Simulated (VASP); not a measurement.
Write the native input for VASP 6.6.1 that does the following.

- Task: single point
- Functional: PBEsol
- Potentials or basis: VASP PAW PBE potentials, release 64 (Hg, Te)
- Cutoff: 520 eV
- k mesh: 10 × 10 × 10
- Occupations: fermi-dirac, width 0.05 eV
- Spin: no spin polarisation
- Dipole correction: no
- Further INCAR settings: ALGO = Normal; EDIFF = 1e-06; NBANDS = 16

The structure of HgTe lies in POSCAR:

```
HgTe
1.0
   -3.1674271200      3.1674271200      1.5594100000
    3.1674271200     -3.1674271200      1.5594100000
    3.1674271200      3.1674271200     -1.5594100000
Hg Te
1 1
Direct
    0.7500000000      0.2500000000      0.5000000000
    0.0000000000      0.0000000000      0.0000000000
```

These files were run (other wordings do the same):

INCAR

```
ALGO = Normal
EDIFF = 1E-6
ENCUT = 520
GGA = PS
ISIF = 2
ISMEAR = -1
LASPH = True
LCHARG = False
LREAL = False
LWAVE = False
NBANDS = 16
NELM = 80
PREC = Accurate
SIGMA = 0.05
```

KPOINTS

```
k-points
0
Gamma
  10 10 10
```

Potentials or basis: VASP PAW PBE potentials, release 64 (Hg, Te).

Run with:

```bash
$ cat potpaw_PBE.64/Hg/POTCAR potpaw_PBE.64/Te/POTCAR > POTCAR
$ mpirun -np 1 vasp_std > vasp.out
```

Results of the run:

```
Pressure               : -5.1 GPa
Band gap on the k mesh : zero (band 9 reaches 4.41 eV, above the bottom of band 10 at 1.67 eV)
```

Caveat: the PAW data sets were made with another functional, which shifts forces and pressure a little; spin-orbit coupling is left out, which moves the levels of the heavy elements.

Run time: 74 s on 1 thread of AMD EPYC 7R13 Processor (Zen 3), with other jobs on the host, peak memory 0.24 GiB.
